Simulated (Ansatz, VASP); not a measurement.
KCl in VASP and in Ansatz

```
K Cl
1.0
     3.14647    3.14647    0.00000
    -3.14647    3.14647    0.00000
     0.00000    3.14647    3.14647
K Cl
1 1
Direct
  0.00000 0.00000 0.00000
  0.50000 0.50000 0.00000
```

Alike in both runs: task relaxation of cell and atoms; functional PBEsol; k mesh 10 × 10 × 10; occupations fermi-dirac, width 0.05 eV; no spin polarisation.

|  | VASP | Ansatz |
| --- | --- | --- |
| version | VASP 6.6.1 | Ansatz 0.2.0 |
| potentials or method | VASP PAW PBE potentials, release 64 (K_sv, Cl) | PAW with Ansatz's default frozen-core files, scalar-relativistic |
| plane-wave cutoff (eV) | 600 | 420 |
| valence electrons in the cell | 16 | 16 |

```tsv
	VASP	Ansatz	Ansatz less VASP
relaxed volume (Å³/atom)	30.56	30.41	-0.148
relaxed cell length with the largest relative difference (Å)	4.421	4.414	-0.0072
```

VASP's potentials were made for PBE, not for PBEsol.
